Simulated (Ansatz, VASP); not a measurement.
Au in VASP and in Ansatz

```
Au
1.0
     0.00000    2.02406    2.02406
     2.02406    0.00000    2.02406
     2.02406    2.02406    0.00000
Au
1
Cartesian
  0.0000 0.0000 0.0000
```

Alike in both runs: functional LDA; k mesh 16 × 16 × 16; occupations fermi-dirac, width 0.15 eV; no spin polarisation.

Ansatz relaxed the structure, and its values are those at the end. VASP's run is a single point on that final structure, the one shown.

|  | VASP | Ansatz |
| --- | --- | --- |
| version | VASP 6.6.1 | Ansatz 0.2.0 |
| potentials or method | VASP PAW LDA potentials, release 64 (Au), cutoff 520 eV | scalar-relativistic, plane waves, PAW |
| valence electrons in the cell | 11 | 19 |

VASP gave:

| Property | Result |
| --- | --- |
| gap on the k mesh at the Fermi level (eV) | none |
| pressure (GPa) | 0.5 |

What did Ansatz give for the same quantities?

gap on the k mesh at the Fermi level (eV): none; pressure (GPa): 0.0.

Ansatz warns that its potentials were made for another functional, while VASP's fit it. LDA's correlation is that of Perdew and Zunger in VASP and of Perdew and Wang (1992) in Ansatz. A gap of «none» marks a metal or a gap that the smearing closes. VASP's potentials hold 11 valence electrons a cell and Ansatz's 19, so a difference there can come from the potentials and not from the codes.

Neither program's run includes spin-orbit coupling.
